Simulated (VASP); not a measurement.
A run of VASP 6.6.1:

Contents of INCAR:

```
SYSTEM = InAg
PREC = Accurate ; ENCUT = 500
EDIFF = 1E-6 ; ISMEAR = 0
SIGMA = 0.15 ; LREAL = .False.
LASPH = .True. ; NELM = 120
ALGO = Normal ; ISIF = 2
LWAVE = .False. ; LCHARG = .False.
NBANDS = 19 ; GGA_COMPAT = .False.
```

The input KPOINTS:

```
Automatic mesh
0
Gamma
  14 14 14
  0 0 0
```

File POSCAR:

```
InAg
1.0
    3.4647886600      0.0000000000      0.0000000000
    0.0000000000      3.4647886600      0.0000000000
    0.0000000000      0.0000000000      3.4647886600
In Ag
1 1
Direct
    0.5000000000      0.4711382108      0.5000000000
    0.0000000000      0.0000000000      0.0000000000
```

Potentials or basis: VASP PAW LDA potentials, release 64 (In_d, Ag).

Launch:

```bash
$ cat potpaw_LDA.64/In_d/POTCAR potpaw_LDA.64/Ag/POTCAR > POTCAR
$ mpirun -np 1 vasp_std > vasp.out
```

Hardware: 1 thread of Intel Xeon 6975P-C, with other jobs on the host.

**Question.** Estimate the wall time of this run.

**Answer.** Wall time 2.3 min on 1 thread of Intel Xeon 6975P-C, on a shared host, peak memory 0.32 GiB. Counts: scf iterations 12, k points 288.
